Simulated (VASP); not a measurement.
# Pb (Fm-3m) in VASP: a series of runs, part 2 of 2

VASP 6.6.1. Earlier steps stand in the parts before.

### Step 3. Single point, LDA

This run uses another cell than the first one, of 29.08 Å³/atom, 0.959 times its volume.

Contents of INCAR:

```
PREC = Accurate
ENCUT = 520
EDIFF = 1E-6
ISMEAR = 0
SIGMA = 0.1
LREAL = F
LASPH = T
NELM = 80
ALGO = Fast
ISIF = 2
LWAVE = F
LCHARG = F
GGA = CA
NBANDS = 13
```

Contents of KPOINTS:

```
Automatic mesh
0
Gamma
  14 14 14
```

Contents of POSCAR:

```
Pb
1.0
    0.0000000000      2.4408429324      2.4408429324
    2.4408429324      0.0000000000      2.4408429324
    2.4408429324      2.4408429324      0.0000000000
Pb
1
Direct
    0.0000000000      0.0000000000      0.0000000000
```

Potentials or basis: VASP PAW LDA potentials, release 64 (Pb_d).

Run with:

```console
$ cat potpaw_LDA.64/Pb_d/POTCAR > POTCAR
$ mpirun -np 1 vasp_std > vasp.out
```

OUTCAR:

```text
PREC = Accurate
   ENCUT = 520
   EDIFF = 1E-6
   ISMEAR = 0
   LREAL = F
   LASPH = T
   NELM = 80
   ISIF = 2
   GGA = CA

 ion  position               nearest neighbor table
   1  0.000  0.000  0.000-

  LATTYP: Found a face centered cubic cell.
 ALAT       =     4.8816858648

  Lattice vectors:

 A1 = (   0.0000000000,   2.4408429324,   2.4408429324)
 A2 = (   2.4408429324,   0.0000000000,   2.4408429324)
 A3 = (   2.4408429324,   2.4408429324,   0.0000000000)

Analysis of symmetry for initial positions (statically):
=====================================================================
 Subroutine PRICEL returns:
 Original cell was already a primitive cell.

 Routine SETGRP: Setting up the symmetry group for a
 face centered cubic supercell.

 Subroutine GETGRP returns: Found 48 space group operations
[... 9 lines left out ...]

 Routine SETGRP: Setting up the symmetry group for a
 face centered cubic supercell.

 Subroutine GETGRP returns: Found 48 space group operations
[... 11 lines left out ...]
                                     Primitive cell

  volume of cell :      29.0837

  direct lattice vectors                    reciprocal lattice vectors
     0.000000000  2.440842932  2.440842932    -0.204847265  0.204847265  0.204847265
     2.440842932  0.000000000  2.440842932     0.204847265 -0.204847265  0.204847265
     2.440842932  2.440842932  0.000000000     0.204847265  0.204847265 -0.204847265

  length of vectors
     3.451873179  3.451873179  3.451873179     0.354805871  0.354805871  0.354805871

  position of ions in fractional coordinates (direct lattice)
     0.000000000  0.000000000  0.000000000

  ion indices of the primitive-cell ions
   primitive index   ion index
                 1           1

----------------------------------------------------------------------------------------

 KPOINTS: Automatic mesh

Automatic generation of k-mesh.
 Grid dimensions read from file:
 generate k-points for:   14   14   14

 Generating k-lattice:

  Cartesian coordinates                     Fractional coordinates (reciprocal lattice)
    -0.014631948  0.014631948  0.014631948     0.071428571  0.000000000  0.000000000
     0.014631948 -0.014631948  0.014631948     0.000000000  0.071428571  0.000000000
     0.014631948  0.014631948 -0.014631948     0.000000000  0.000000000  0.071428571

  Length of vectors
     0.025343277  0.025343277  0.025343277

  Shift w.r.t. Gamma in fractional coordinates (k-lattice)
     0.000000000  0.000000000  0.000000000

 Subroutine IBZKPT returns following result:
 ===========================================

 Found    104 irreducible k-points:

 Following reciprocal coordinates:
            Coordinates               Weight
  0.000000  0.000000  0.000000      1.000000
  0.071429  0.000000  0.000000      8.000000
  0.142857  0.000000  0.000000      8.000000
  0.214286  0.000000  0.000000      8.000000
  0.285714  0.000000  0.000000      8.000000
  0.357143  0.000000  0.000000      8.000000
[... 16 lines left out ...]
  0.214286  0.142857  0.000000     24.000000
  0.285714  0.142857  0.000000     24.000000
 [... further k-points ...]
   k-points           NKPTS =    104   k-points in BZ     NKDIM =    104   number of bands    NBANDS=     13
   number of dos      NEDOS =    301   number of ions     NIONS =      1
   total plane-waves  NPLWV =  21952
   dimension x,y,z NGX =    28 NGY =   28 NGZ =   28
   dimension x,y,z NGXF=    56 NGYF=   56 NGZF=   56
   ions per type =               1
   NGX,Y,Z   is equivalent  to a cutoff of  13.49, 13.49, 13.49 a.u.
   NGXF,Y,Z  is equivalent  to a cutoff of  26.97, 26.97, 26.97 a.u.
 SYSTEM =  unknown system
   PREC   = accura    normal or accurate (medium, high low for compatibility)
   ISTART =      0    job   : 0-new  1-cont  2-samecut
   ICHARG =      2    charge: 1-file 2-atom 10-const
   ISPIN  =      1    spin polarized calculation?
   LNONCOLLINEAR =      F non collinear calculations
   LSORBIT =      F    spin-orbit coupling
   LASPH  =      T    aspherical Exc in radial PAW
   ENCUT  =  520.0 eV  38.22 Ry    6.18 a.u.   6.42  6.42  6.42*2*pi/ulx,y,z
   NELM   =     80;   NELMIN=  2; NELMDL= -5     # of ELM steps
   EDIFF  = 0.1E-05   stopping-criterion for ELM
   LREAL  =      F    real-space projection
   EDIFFG = 0.1E-04   stopping-criterion for IOM
   NSW    =      0    number of steps for IOM
   IBRION =     -1    ionic relax: 0-MD 1-quasi-New 2-CG
   NFREE  =      0    steps in history (QN), initial steepest desc. (CG)
   ISIF   =      2    stress and relaxation
   ISYM   =      2    0-nonsym 1-usesym 2-fastsym
   POTIM  = 0.5000    time-step for ionic-motion
   TEBEG  =    0.0;   TEEND  =   0.0 temperature during run
   PSTRESS=    0.0 pullay stress
   NELECT =      14.0000    total number of electrons
   NUPDOWN=      -1.0000    fix difference up-down
   EMIN   =  10.00;   EMAX   =-10.00  energy-range for DOS
   EFERMI =   0.00;   METHOD = LEGACY
   ISMEAR =     0;   SIGMA  =   0.10  broadening in eV -4-tet -1-fermi 0-gaus
   EFERMI_NEDOS =   21; number of points for ismear=-14 and -15
   IALGO  =     68    algorithm
   IMIX   =      4    mixing-type and parameters
     AMIX     =   0.40;   BMIX     =  1.00
     AMIX_MAG =   1.60;   BMIX_MAG =  1.00
  volume/ion in A,a.u.               =      29.08       196.27
  Fermi-wavevector in a.u.,A,eV,Ry     =   1.283023  2.424561 22.397193  1.646147
  Thomas-Fermi vector in A             =   2.415300
   LORBIT       =      0    0 simple, 1 ext, 2 COOP (PROOUT), +10 PAW based schemes
   GGA     = CA    functional components
   LHFCALC =     F    Hartree Fock is set to
   AEXX    =    0.0000 exact exchange contribution
   IVDW    =     0    specifies the selected vdW correction
   LEPSILON=     F    determine dielectric tensor
   LRPA    =     F    only Hartree local field effects (RPA)
 non-spin polarized calculation
 RMM-DIIS sequential band-by-band and
 Gauss-broadening in eV      SIGMA  =   0.10
  energy-cutoff  :      520.00
  volume of cell :       29.08
 maximum number of plane-waves:       801
 NGX is ok and might be reduce to    28
   NGX = 13   NGY = 13   NGZ = 13

 number of electron      13.9999999 magnetization

 Free energy of the ion-electron system (eV)
  ---------------------------------------------------
  ext. energy  EPLUGINS =         0.00000000
  ---------------------------------------------------
  free energy    TOTEN  =        -4.25775628 eV

  energy without entropy =       -4.25575619  energy(sigma->0) =       -4.25675624

 E-fermi :   7.5391     XC(G=0): -10.6559

 val. band max:        7.5178320589   @ k =  -0.2857   0.2857   0.0714
 cond. band min:       7.5853807741   @ k =   0.3571   0.2143   0.0000
 fundamental gap:      0.0675487151
 Fermi energy:         7.5391085512

 k-point     1 :       0.0000    0.0000    0.0000
  band No.  band energies     occupation
      1      -9.5543      2.00000
      2      -9.5543      2.00000
      3      -9.5543      2.00000
      4      -9.3922      2.00000
      5      -9.3922      2.00000
      6      -4.5686      2.00000
      7      15.1696      0.00000
      8      15.1696      0.00000
      9      15.1696      0.00000
     10      17.3357      0.00000
     11      19.4916      0.00000
     12      20.3157      0.00000
     13      20.3157      0.00000

 k-point     2 :       0.0714    0.0000    0.0000
  band No.  band energies     occupation
      1      -9.5548      2.00000
      2      -9.5459      2.00000
      3      -9.5459      2.00000
      4      -9.3929      2.00000
      5      -9.3929      2.00000
      6      -4.4661      2.00000
      7      13.9554      0.00000
      8      15.0421      0.00000
      9      15.0421      0.00000
     10      17.1407      0.00000
     11      19.9458      0.00000
     12      20.5402      0.00000
     13      20.5403      0.00000
[... 321 lines left out ...]
 k-point    23 :       0.2143    0.1429    0.0000
  band No.  band energies     occupation
      1      -9.6015      2.00000
      2      -9.4733      2.00000
      3      -9.4651      2.00000
      4      -9.4383      2.00000
      5      -9.3480      2.00000
      6      -3.6452      2.00000
      7      10.9493      0.00000
      8      12.7918      0.00000
      9      13.1670      0.00000
     10      16.2861      0.00000
     11      17.3050      0.00000
     12      22.0907      0.00000
     13      22.8582      0.00000

 k-point    24 :       0.2857    0.1429    0.0000
  band No.  band energies     occupation
      1      -9.6029      2.00000
      2      -9.4884      2.00000
      3      -9.4559      2.00000
      4      -9.4090      2.00000
      5      -9.3137      2.00000
      6      -3.0678      2.00000
      7       8.8246      0.00000
      8      12.3554      0.00000
      9      12.6733      0.00000
     10      16.0913      0.00000
     11      17.7498      0.00000
     12      21.7064      0.00000
     13      22.1584      0.00000

 [... further k-points ...]
[... 5 lines left out ...]
  --------------------------------------------------------------------------------------
  -------------------------------------------------------------------------------------
  Total        0.0191503      0.0191503      0.0191503     -0.0000000      0.0000000      0.0000000
  in kB        1.0549616      1.0549616      1.0549616     -0.0000000      0.0000000      0.0000000
  external PRESSURE =       1.0549616 kB  Pullay stress =       0.0000000 kB

 VOLUME and BASIS-vectors are now :
 -----------------------------------------------------------------------------
  energy-cutoff  :      520.00
  volume of cell :       29.08
      direct lattice vectors                 reciprocal lattice vectors
     0.000000000  2.440842932  2.440842932    -0.204847265  0.204847265  0.204847265
     2.440842932  0.000000000  2.440842932     0.204847265 -0.204847265  0.204847265
     2.440842932  2.440842932  0.000000000     0.204847265  0.204847265 -0.204847265

 POSITION                                       TOTAL-FORCE (eV/Angst)
 -----------------------------------------------------------------------------------
      0.00000      0.00000      0.00000         0.000000     -0.000000      0.000000
 -----------------------------------------------------------------------------------
    total drift:                               -0.000000     -0.000000     -0.000000

  FREE ENERGIE OF THE ION-ELECTRON SYSTEM (eV)
  ---------------------------------------------------
  free  energy   TOTEN  =        -4.2577562850 eV

  energy  without entropy=       -4.2557561910  energy(sigma->0) =       -4.25675624
```

Run time: 37 s. Hardware: 1 thread of Intel Xeon Platinum 8259CL at 2.50GHz (Skylake/Cascade Lake), shared host; peak memory 0.16 GiB.

Results:

* Free energy: -4.2578 eV
* Pressure: 0.1 GPa
* Band gap on the k mesh: zero (band 7 reaches 15.17 eV, above the bottom of band 8 at 5.85 eV)

Levels at points of the mesh, in eV from the Fermi level:
```tsv
k point	band 4	band 5	band 6	band 7	band 8	band 9	band 10	band 11
(0.00, 0.00, 0.00)	-16.93	-16.93	-12.11	7.63	7.63	7.63	9.80	11.95
(0.50, 0.00, 0.00)	-16.78	-16.78	-8.24	-4.46	5.70	5.70	9.28	9.88
(0.50, 0.50, 0.00)	-16.74	-16.74	-6.73	-3.49	2.01	2.01	5.54	6.81
```

Caveat: spin-orbit coupling is left out, which moves the levels of the heavy elements.
